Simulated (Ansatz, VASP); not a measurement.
SrCaTe2: VASP beside Ansatz

```xyz
4
Lattice="2.2707 1.3110 7.4163 -2.2707 1.3110 7.4163 0.0000 -2.6219 7.4163" Properties=species:S:1:pos:R:3 pbc="T T T"
Ca    2.2707    1.3110    7.4163
Sr    0.0000    0.0000   11.1245
Te    0.0000    0.0000    5.6578
Te    0.0000    0.0000   16.5912
```

Alike in both runs: task single point; functional PBE; k mesh 6 × 6 × 6; no spin polarisation.

|  | VASP | Ansatz |
| --- | --- | --- |
| version | VASP 6.6.1 | Ansatz 0.2.0 |
| potentials or method | VASP PAW PBE potentials, release 64 (Ca_sv, Sr_sv, Te) | plane waves, PAW |
| plane-wave cutoff (eV) | 520 | 420 |
| occupations | gaussian, width 0.01 eV | fixed |
| valence electrons in the cell | 32 | 52 |

|  | VASP | Ansatz | Ansatz less VASP |
| --- | --- | --- | --- |
| gap on the k mesh at the Fermi level (eV) | 1.46 | 1.49 | +0.022 |
| pressure (GPa) | 2.6 | 2.4 | -0.12 |
| rms of the force components (eV/Å) | 0.007 | 0.006 | -0.0011 |

Atom by atom the forces differ by 0.001 eV/Å (rms over components). VASP's potentials hold 32 valence electrons a cell and Ansatz's 52, so a difference there can come from the potentials and not from the codes.

Spin-orbit coupling is off throughout.
